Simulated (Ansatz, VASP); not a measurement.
**Two plane-wave programs on GaSb3**

```
Ga Sb
1.0
    -0.04868    3.64667    4.04780
     3.59799    0.00000    3.99912
     3.64667    3.64667   -0.04868
Ga Sb
1 3
Cartesian
  0.0000 0.0000 0.0000
  1.7990 1.8233 1.9996
  5.3970 5.4700 5.9987
  3.5980 3.6467 3.9991
```

Change from the starting cell: engineering shear strain xz -0.0267, normal strain along z +0.1100.

Alike in both runs: task single point; functional PBEsol; k mesh 10 × 10 × 10; occupations gaussian, width 0.15 eV; no spin polarisation.

```csv
,VASP,Ansatz
version,VASP 6.6.1,Ansatz 0.2.0
potentials or method,"VASP PAW PBE potentials, release 64 (Ga_d, Sb), cutoff 520 eV","scalar-relativistic, plane waves, PAW"
valence electrons in the cell,28,58
```

|  | VASP | Ansatz | Ansatz less VASP |
| --- | --- | --- | --- |
| gap on the k mesh at the Fermi level (eV) | none | none | - |
| pressure (GPa) | -4.6 | -4.6 | +0.02 |
| traceless stress, the component that is largest in VASP (GPa) | -0.59 | -0.59 | +0.004 |
| rms of the force components (eV/Å) | 0.018 | 0.018 | -0.0002 |

VASP's potentials were made for PBE, not for PBEsol, and Ansatz warns of the same on its side. Atom by atom the forces differ by 0.000 eV/Å (rms over components). A gap of «none» marks a metal or a gap that the smearing closes. The functional is the same, so the differences come from potentials, cutoffs and numerics. VASP's potentials hold 28 valence electrons a cell and Ansatz's 58, so a difference there can come from the potentials and not from the codes.

Spin-orbit coupling is off throughout.
